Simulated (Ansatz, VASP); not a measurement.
# NaI in VASP and in Ansatz

```
Na I
1.0
     0.00000    3.16370    3.16370
     3.16370    0.00000    3.16370
     3.16370    3.16370    0.00000
Na I
1 1
Direct
  0.00000 0.00000 0.00000
  0.50000 0.50000 0.50000
```

Alike in both runs: task single point; functional r2SCAN; k mesh 6 × 6 × 6; no spin polarisation.

|  | VASP | Ansatz |
| --- | --- | --- |
| version | VASP 6.6.1 | Ansatz 0.2.0 |
| potentials or method | VASP PAW PBE potentials, release 64 (Na_pv, I) | plane waves, PAW |
| plane-wave cutoff (eV) | 520 | 500 |
| occupations | gaussian, width 0.01 eV | fixed |
| valence electrons in the cell | 14 | 26 |

```tsv
	VASP	Ansatz	Ansatz less VASP
gap on the k mesh at the Fermi level (eV)	4.66	4.65	-0.009
pressure (GPa)	1.2	1.2	+0.09
```

VASP's potentials were made for PBE, not for r2SCAN. VASP's potentials hold 14 valence electrons a cell and Ansatz's 26, so a difference there can come from the potentials and not from the codes.

Neither program's run includes spin-orbit coupling.
